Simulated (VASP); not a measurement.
# GaSb3 (Fm-3m) in VASP: notebook

The runs below take GaSb3 through single point, relaxation of cell and atoms, with PBE.

All numbers are computed with VASP 6.6.1; they aren't measurements. Logs are shortened: lines on timing, memory, paths and dates and some standing lists are left out, and cuts for length are marked.

## Step 1: The cell of the first run

The structure is cubic, space group Fm-3m (No. 225). The conventional cell has a = 6.861 Å, b = 6.861 Å, c = 6.861 Å, α = 90.00°, β = 90.00°, γ = 90.00°. Within 3.9 Å of Ga (site symmetry m-3m) lie 14 Sb at 2.97 to 3.43 Å. Sb (site symmetry -43m) has 4 Ga at 2.97 Å and 10 Sb at 2.97 to 3.43 Å within 3.9 Å. Sb (site symmetry m-3m) has 8 Sb at 2.97 Å and 6 Ga at 3.43 Å within 3.9 Å.

## Step 2: Single point, PBE

INCAR

```
SYSTEM = GaSb3
PREC = Accurate
ENCUT = 500
EDIFF = 1E-6
ISMEAR = -1
SIGMA = 0.05
LREAL = .FALSE.
LASPH = .TRUE.
NELM = 120
ALGO = Normal
ISIF = 2
LWAVE = .FALSE.
LCHARG = .FALSE.
GGA = PE
NBANDS = 22
GGA_COMPAT = .FALSE.
```

KPOINTS

```
regular mesh
0
G
  4 4 4
  0 0 0
```

POSCAR

```
GaSb3
1.0
    0.0000000000      3.4307088257      3.4307088257
    3.4307088257      0.0000000000      3.4307088257
    3.4307088257      3.4307088257      0.0000000000
Ga Sb
1 3
Direct
    0.0000000000      0.0000000000      0.0000000000
    0.2500000000      0.2500000000      0.2500000000
    0.7500000000      0.7500000000      0.7500000000
    0.5000000000      0.5000000000      0.5000000000
```

Potentials or basis: VASP PAW PBE potentials, release 64 (Ga_d, Sb).

Launch:

```console
> cat potpaw_PBE.64/Ga_d/POTCAR potpaw_PBE.64/Sb/POTCAR > POTCAR
> mpirun -np 1 vasp_std > vasp.out
```

OUTCAR:

```text
SYSTEM = GaSb3
   PREC = Accurate
   ENCUT = 500
   EDIFF = 1E-6
   ISMEAR = -1
   LREAL = .FALSE.
   LASPH = .TRUE.
   NELM = 120
   ISIF = 2
   GGA = PE

 ion  position               nearest neighbor table
   1  0.000  0.000  0.000-   3 2.97   3 2.97   3 2.97   2 2.97   3 2.97   2 2.97   2 2.97   2 2.97

   2  0.250  0.250  0.250-   1 2.97   1 2.97   1 2.97   1 2.97   4 2.97   4 2.97   4 2.97   4 2.97
                             3 3.43   3 3.43   3 3.43   3 3.43   3 3.43   3 3.43
   3  0.750  0.750  0.750-   4 2.97   4 2.97   4 2.97   1 2.97   4 2.97   1 2.97   1 2.97   1 2.97
                             2 3.43   2 3.43   2 3.43   2 3.43   2 3.43   2 3.43
   4  0.500  0.500  0.500-   2 2.97   2 2.97   2 2.97   2 2.97   3 2.97   3 2.97   3 2.97   3 2.97

  LATTYP: Found a face centered cubic cell.
 ALAT       =     6.8614176514

  Lattice vectors:

 A1 = (   0.0000000000,   3.4307088257,   3.4307088257)
 A2 = (   3.4307088257,   0.0000000000,   3.4307088257)
 A3 = (   3.4307088257,   3.4307088257,   0.0000000000)

Analysis of symmetry for initial positions (statically):
=====================================================================
 Subroutine PRICEL returns:
 Original cell was already a primitive cell.

 Routine SETGRP: Setting up the symmetry group for a
 face centered cubic supercell.

 Subroutine GETGRP returns: Found 48 space group operations
 (whereof 48 operations were pure point group operations)
 out of a pool of 48 trial point group operations.

The static configuration has the point symmetry O_h .

Analysis of symmetry for dynamics (positions and initial velocities):
=====================================================================
 Subroutine PRICEL returns:
 Original cell was already a primitive cell.

 Routine SETGRP: Setting up the symmetry group for a
 face centered cubic supercell.

 Subroutine GETGRP returns: Found 48 space group operations
 (whereof 48 operations were pure point group operations)
 out of a pool of 48 trial point group operations.

The dynamic configuration has the point symmetry O_h .

 Subroutine INISYM returns: Found 48 space group operations
 (whereof 48 operations are pure point group operations),
 and found     1 'primitive' translations

----------------------------------------------------------------------------------------

                                     Primitive cell

  volume of cell :      80.7573

  direct lattice vectors                    reciprocal lattice vectors
     0.000000000  3.430708826  3.430708826    -0.145742476  0.145742476  0.145742476
     3.430708826  0.000000000  3.430708826     0.145742476 -0.145742476  0.145742476
     3.430708826  3.430708826  0.000000000     0.145742476  0.145742476 -0.145742476

  length of vectors
     4.851754950  4.851754950  4.851754950     0.252433374  0.252433374  0.252433374

  position of ions in fractional coordinates (direct lattice)
     0.000000000  0.000000000  0.000000000
     0.250000000  0.250000000  0.250000000
     0.750000000  0.750000000  0.750000000
     0.500000000  0.500000000  0.500000000

  ion indices of the primitive-cell ions
   primitive index   ion index
                 1           1
                 2           2
                 3           3
                 4           4

----------------------------------------------------------------------------------------

 KPOINTS: regular mesh

Automatic generation of k-mesh.
 Grid dimensions read from file:
 generate k-points for:    4    4    4

 Generating k-lattice:

  Cartesian coordinates                     Fractional coordinates (reciprocal lattice)
    -0.036435619  0.036435619  0.036435619     0.250000000  0.000000000  0.000000000
     0.036435619 -0.036435619  0.036435619     0.000000000  0.250000000  0.000000000
     0.036435619  0.036435619 -0.036435619     0.000000000  0.000000000  0.250000000

  Length of vectors
     0.063108343  0.063108343  0.063108343

  Shift w.r.t. Gamma in fractional coordinates (k-lattice)
     0.000000000  0.000000000  0.000000000

 Subroutine IBZKPT returns following result:
 ===========================================

 Found      8 irreducible k-points:

 Following reciprocal coordinates:
            Coordinates               Weight
  0.000000  0.000000  0.000000      1.000000
  0.250000  0.000000  0.000000      8.000000
  0.500000  0.000000  0.000000      4.000000
  0.250000  0.250000  0.000000      6.000000
  0.500000  0.250000  0.000000     24.000000
 -0.250000  0.250000  0.000000     12.000000
  0.500000  0.500000  0.000000      3.000000
 -0.250000  0.500000  0.250000      6.000000
   k-points           NKPTS =      8   k-points in BZ     NKDIM =      8   number of bands    NBANDS=     22
   number of dos      NEDOS =    301   number of ions     NIONS =      4
   total plane-waves  NPLWV =  46656
   dimension x,y,z NGX =    36 NGY =   36 NGZ =   36
   dimension x,y,z NGXF=    72 NGYF=   72 NGZF=   72
   ions per type =               1   3
   NGX,Y,Z   is equivalent  to a cutoff of  12.34, 12.34, 12.34 a.u.
   NGXF,Y,Z  is equivalent  to a cutoff of  24.67, 24.67, 24.67 a.u.
 SYSTEM =  GaSb3
   PREC   = accura    normal or accurate (medium, high low for compatibility)
   ISTART =      0    job   : 0-new  1-cont  2-samecut
   ICHARG =      2    charge: 1-file 2-atom 10-const
   ISPIN  =      1    spin polarized calculation?
   LNONCOLLINEAR =      F non collinear calculations
   LSORBIT =      F    spin-orbit coupling
   LASPH  =      T    aspherical Exc in radial PAW
   ENCUT  =  500.0 eV  36.75 Ry    6.06 a.u.   8.85  8.85  8.85*2*pi/ulx,y,z
   NELM   =    120;   NELMIN=  2; NELMDL= -5     # of ELM steps
   EDIFF  = 0.1E-05   stopping-criterion for ELM
   LREAL  =      F    real-space projection
   EDIFFG = 0.1E-04   stopping-criterion for IOM
   NSW    =      0    number of steps for IOM
   IBRION =     -1    ionic relax: 0-MD 1-quasi-New 2-CG
   NFREE  =      0    steps in history (QN), initial steepest desc. (CG)
   ISIF   =      2    stress and relaxation
   ISYM   =      2    0-nonsym 1-usesym 2-fastsym
   POTIM  = 0.5000    time-step for ionic-motion
   TEBEG  =    0.0;   TEEND  =   0.0 temperature during run
   PSTRESS=    0.0 pullay stress
   NELECT =      28.0000    total number of electrons
   NUPDOWN=      -1.0000    fix difference up-down
   EMIN   =  10.00;   EMAX   =-10.00  energy-range for DOS
   EFERMI =   0.00;   METHOD = LEGACY
   ISMEAR =    -1;   SIGMA  =   0.05  broadening in eV -4-tet -1-fermi 0-gaus
   EFERMI_NEDOS =   21; number of points for ismear=-14 and -15
   IALGO  =     38    algorithm
   IMIX   =      4    mixing-type and parameters
     AMIX     =   0.40;   BMIX     =  1.00
     AMIX_MAG =   1.60;   BMIX_MAG =  1.00
  volume/ion in A,a.u.               =      20.19       136.24
  Fermi-wavevector in a.u.,A,eV,Ry     =   1.150095  2.173364 17.996672  1.322718
  Thomas-Fermi vector in A             =   2.286761
   LORBIT       =      0    0 simple, 1 ext, 2 COOP (PROOUT), +10 PAW based schemes
   GGA     = PE    functional components
   LHFCALC =     F    Hartree Fock is set to
   AEXX    =    0.0000 exact exchange contribution
   IVDW    =     0    specifies the selected vdW correction
   LEPSILON=     F    determine dielectric tensor
   LRPA    =     F    only Hartree local field effects (RPA)
 non-spin polarized calculation
  energy-cutoff  :      500.00
  volume of cell :       80.76
 maximum number of plane-waves:      2085
   NGX = 17   NGY = 17   NGZ = 17

 number of electron      27.9999984 magnetization

 Free energy of the ion-electron system (eV)
  ---------------------------------------------------
  ext. energy  EPLUGINS =         0.00000000
  ---------------------------------------------------
  free energy    TOTEN  =       -13.39603535 eV

  energy without entropy =      -13.35659026  energy(sigma->0) =      -13.37631280

 E-fermi :  10.8670     XC(G=0): -11.3584

 val. band max:       10.8659971588   @ k =   0.5000   0.2500   0.0000
 cond. band min:      10.8879709324   @ k =  -0.2500   0.2500   0.0000
 fundamental gap:      0.0219737736
 Fermi energy:        10.8669833482

 k-point     1 :       0.0000    0.0000    0.0000
  band No.  band energies     occupation
      1      -4.2526      2.00000
      2      -4.2526      2.00000
      3      -4.2526      2.00000
      4      -4.2214      2.00000
      5      -4.2214      2.00000
      6      -3.7614      2.00000
[... 14 lines left out ...]
     21      19.8986      0.00000
     22      19.8986      0.00000

 k-point     2 :       0.2500    0.0000    0.0000
  band No.  band energies     occupation
      1      -4.2630      2.00000
      2      -4.2491      2.00000
      3      -4.2491      2.00000
      4      -4.2228      2.00000
      5      -4.2228      2.00000
      6      -3.1513      2.00000
[... 14 lines left out ...]
     21      16.0792      0.00000
     22      17.6013      0.00000

 k-point     3 :       0.5000    0.0000    0.0000
  band No.  band energies     occupation
      1      -4.2751      2.00000
      2      -4.2467      2.00000
      3      -4.2467      2.00000
      4      -4.2232      2.00000
      5      -4.2232      2.00000
      6      -1.7166      2.00000
[... 14 lines left out ...]
     21      17.6630      0.00000
     22      20.3057      0.00000

 k-point     4 :       0.2500    0.2500    0.0000
  band No.  band energies     occupation
      1      -4.2660      2.00000
      2      -4.2457      2.00000
      3      -4.2457      2.00000
      4      -4.2313      2.00000
      5      -4.2202      2.00000
      6      -2.9458      2.00000
[... 14 lines left out ...]
     21      16.7529      0.00000
     22      16.7529      0.00000

 k-point     5 :       0.5000    0.2500    0.0000
  band No.  band energies     occupation
      1      -4.2702      2.00000
      2      -4.2494      2.00000
      3      -4.2419      2.00000
      4      -4.2345      2.00000
      5      -4.2215      2.00000
      6      -1.5772      2.00000
[... 14 lines left out ...]
     21      17.2222      0.00000
     22      17.4076      0.00000

 k-point     6 :      -0.2500    0.2500    0.0000
  band No.  band energies     occupation
      1      -4.2618      2.00000
      2      -4.2565      2.00000
      3      -4.2445      2.00000
      4      -4.2275      2.00000
      5      -4.2251      2.00000
      6      -2.1496      2.00000
[... 14 lines left out ...]
     21      17.8396      0.00000
     22      18.4930      0.00000

 k-point     7 :       0.5000    0.5000    0.0000
  band No.  band energies     occupation
      1      -4.2800      2.00000
      2      -4.2438      2.00000
      3      -4.2379      2.00000
      4      -4.2379      2.00000
      5      -4.2190      2.00000
      6      -0.7265      2.00000
[... 14 lines left out ...]
     21      16.5178      0.00000
     22      16.5199      0.00000

 k-point     8 :      -0.2500    0.5000    0.2500
  band No.  band energies     occupation
      1      -4.2613      2.00000
      2      -4.2613      2.00000
      3      -4.2379      2.00000
      4      -4.2374      2.00000
      5      -4.2228      2.00000
      6      -0.1947      2.00000
[... 14 lines left out ...]
     21      15.4563      0.00000
     22      20.1251      0.00000

------------------------ aborting loop because EDIFF is reached ----------------------------------------

  FORCE on cell =-STRESS in cart. coord.  units (eV):
  Direction    XX          YY          ZZ          XY          YZ          ZX
  --------------------------------------------------------------------------------------
  -------------------------------------------------------------------------------------
  Total       10.1179819     10.1179819     10.1179819      0.0000000      0.0000000     -0.0000000
  in kB      200.7349089    200.7349089    200.7349089      0.0000000      0.0000000     -0.0000000
  external PRESSURE =     200.7349089 kB  Pullay stress =       0.0000000 kB

 VOLUME and BASIS-vectors are now :
 -----------------------------------------------------------------------------
  energy-cutoff  :      500.00
  volume of cell :       80.76
      direct lattice vectors                 reciprocal lattice vectors
     0.000000000  3.430708826  3.430708826    -0.145742476  0.145742476  0.145742476
     3.430708826  0.000000000  3.430708826     0.145742476 -0.145742476  0.145742476
     3.430708826  3.430708826  0.000000000     0.145742476  0.145742476 -0.145742476

 POSITION                                       TOTAL-FORCE (eV/Angst)
 -----------------------------------------------------------------------------------
      0.00000      0.00000      0.00000        -0.000000      0.000000      0.000000
      1.71535      1.71535      1.71535        -0.000000      0.000000     -0.000000
      5.14606      5.14606      5.14606         0.000000     -0.000000      0.000000
      3.43071      3.43071      3.43071        -0.000000      0.000000      0.000000
 -----------------------------------------------------------------------------------
    total drift:                               -0.000000      0.000000      0.000000

  FREE ENERGIE OF THE ION-ELECTRON SYSTEM (eV)
  ---------------------------------------------------
  free  energy   TOTEN  =       -13.3960353459 eV

  energy  without entropy=      -13.3565902558  energy(sigma->0) =      -13.37631280
```

Wall time 11 s (1 thread of Intel Xeon 6975P-C (Granite Rapids), shared host); peak memory 0.2 GiB.

Results:

* Free energy: -13.3960 eV
* Pressure: 20.1 GPa
* Band gap on the k mesh: zero (bands 14 and 15 overlap by 3.92 eV)

Caveat: the k points lie up to 0.40 Å⁻¹ apart, too coarse for converged energies and pressures of a metal; spin-orbit coupling is left out, which moves the levels of the heavy elements.

## Step 3: Relaxation of cell and atoms, PBE, target pressure 20 GPa, at which the enthalpy is minimised

This run uses another cell than the first one, of 25.96 Å³/atom.

INCAR

```
PREC = Accurate
ENCUT = 500
EDIFF = 1E-7
ISMEAR = -1
SIGMA = 0.05
LREAL = False
LASPH = True
NELM = 120
ALGO = Normal
ISIF = 3
LWAVE = False
LCHARG = False
GGA = PE
IBRION = 2
NSW = 80
EDIFFG = -0.01
PSTRESS = 200.0
GGA_COMPAT = False
NELMIN = 4
```

KPOINTS

```
Automatic mesh
0
Gamma
  4 4 4
```

POSCAR

```
GaSb3
1.0
    0.0000000000      3.7305950000      3.7305950000
    3.7305950000      0.0000000000      3.7305950000
    3.7305950000      3.7305950000      0.0000000000
Ga Sb
1 3
Direct
    0.0000000000      0.0000000000      0.0000000000
    0.2500000000      0.2500000000      0.2500000000
    0.7500000000      0.7500000000      0.7500000000
    0.5000000000      0.5000000000      0.5000000000
```

Potentials or basis: VASP PAW PBE potentials, release 64 (Ga_d, Sb).

Launch:

```console
> cat potpaw_PBE.64/Ga_d/POTCAR potpaw_PBE.64/Sb/POTCAR > POTCAR
> mpirun -np 1 vasp_std > vasp.out
```

It took 93 s on 1 thread of Intel Xeon 6975P-C (Granite Rapids), shared host; peak memory 0.23 GiB.

Results (log left out):

```yaml
Free_energy: -13.4011 eV
Relaxed_volume: 20.20 Å³/atom
Relaxed_cell: a = 4.852 Å, b = 4.852 Å, c = 4.852 Å, α = 60.00°, β = 60.00°, γ = 60.00°
Space_group_after_relaxing_to_0.1_Å: Fm-3m (No. 225)
Energy_change_on_relaxing_the_run_minimises_the_enthalpy: +224.5 meV/atom
Ionic_steps: 5
Pressure_after_relaxing: 20.0 GPa
```

Step by step:
| step | energy change (eV) | largest force (eV/Å) | pressure (GPa) | volume (Å³) |
| --- | --- | --- | --- | --- |
| 1 | 0.0000 | 0.0000 | -2.39 | 103.84 |
| 2 | 8.7931 | 0.0000 | 115.46 | 58.30 |
| 3 | 0.6870 | 0.0000 | 16.82 | 82.63 |
| 4 | 0.8229 | 0.0000 | 18.90 | 81.41 |
| 5 | 0.8982 | 0.0000 | 20.02 | 80.79 |

Final structure:
```
Ga Sb
1.0
     0.00000    3.43112    3.43112
     3.43112    0.00000    3.43112
     3.43112    3.43112    0.00000
Ga Sb
1 3
Direct
  0.00000 0.00000 0.00000
  0.25000 0.25000 0.25000
  0.75000 0.75000 0.75000
  0.50000 0.50000 0.50000
```

Levels at points of the mesh, in eV from the Fermi level:
```
           k point  band 10  band 11  band 12  band 13  band 14  band 15  band 16  band 17  band 18
(0.00, 0.00, 0.00)    -3.49    -3.49    -3.26    -3.26    -3.26    -2.05    -1.28    -1.28    -1.28
(0.50, 0.00, 0.00)    -4.69    -4.69    -3.66    -3.66     0.17     0.54     2.32     2.32     3.01
(0.50, 0.50, 0.00)    -6.81    -6.81     1.36     1.36     1.65     2.07     2.19     2.19     2.81
```

Caveat: the k points lie up to 0.40 Å⁻¹ apart in the final cell; the cell is relaxed towards a set pressure, so the run minimises the enthalpy, not the energy; the volume moved by over 15 % at a fixed basis, so the end points are rough; the highest band is partly filled, so the run has too few bands; spin-orbit coupling is left out, which moves the levels of the heavy elements.
